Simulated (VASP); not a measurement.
Wanted: the native input for a VASP 6.6.1 run.

```
Task                               : single point
Functional                         : PBE0
Potentials or basis                : VASP PAW PBE potentials, release 64 (Zn, S)
Cutoff                             : 520 eV
k mesh                             : 4 × 4 × 2
Occupations                        : fermi-dirac, width 0.05 eV
Spin                               : no spin polarisation
Dipole correction                  : no
Grid for exact exchange (PRECFOCK) : Normal
Further INCAR settings             : ALGO = Normal; EDIFF = 1e-06; NBANDS = 26
Share of exact exchange            : 0.25
```

The system is ZnS.

```
Zn S
1.0
     3.83560    0.00000    0.00000
    -1.91780    3.32173    0.00000
     0.00000    0.00000    6.26368
Zn S
2 2
Cartesian
  1.9178 1.1072 3.1630
  0.0000 2.2145 0.0312
  1.9178 1.1072 5.5122
  0.0000 2.2145 2.3803
```

The input as run:

POSCAR

```
ZnS
1.0
    3.8355984604      0.0000000000      0.0000000000
   -1.9177992302      3.3217257054      0.0000000000
    0.0000000000      0.0000000000      6.2636816704
Zn S
2 2
Direct
    0.6666666667      0.3333333333      0.5049782383
    0.3333333333      0.6666666667      0.0049782383
    0.6666666667      0.3333333333      0.8800217617
    0.3333333333      0.6666666667      0.3800217617
```

INCAR.step1

```
SYSTEM = ZnS
  ALGO = Normal
  EDIFF = 1E-5
  ENCUT = 520
  GGA = PE
  ISIF = 2
  ISMEAR = -1
  LASPH = .TRUE.
  LCHARG = .FALSE.
  LREAL = .FALSE.
  LWAVE = .TRUE.
  NBANDS = 26
  NELM = 100
  PREC = Accurate
  SIGMA = 0.05
```

INCAR.step2

```
SYSTEM = ZnS
  AEXX = 0.25
  ALGO = Normal
  EDIFF = 1E-6
  ENCUT = 520
  GGA = PE
  ISIF = 2
  ISMEAR = -1
  ISTART = 1
  LASPH = .TRUE.
  LCHARG = .FALSE.
  LHFCALC = .TRUE.
  LREAL = .FALSE.
  LWAVE = .FALSE.
  NBANDS = 26
  NELM = 100
  PREC = Accurate
  PRECFOCK = Normal
  SIGMA = 0.05
```

KPOINTS

```
k-points
0
G
  4 4 2
  0 0 0
```

Potentials or basis: VASP PAW PBE potentials, release 64 (Zn, S).

Command:

```console
$ cat potpaw_PBE.64/Zn/POTCAR potpaw_PBE.64/S/POTCAR > POTCAR
$ cp INCAR.step1 INCAR
$ mpirun -np 1 vasp_std > vasp.out
$ cp INCAR.step2 INCAR
$ mpirun -np 1 vasp_std > vasp.out
```

Results of the run:

```yaml
Pressure: -0.1 GPa
Band_gap_on_the_k_mesh: 4.10 eV
```

Caveat: the k points lie up to 0.50 Å⁻¹ apart; the PAW data sets were made with another functional, which shifts forces and pressure a little.

It took 27 min on 1 thread of Intel Xeon 8259CL (shared host), peak memory 0.22 GiB.
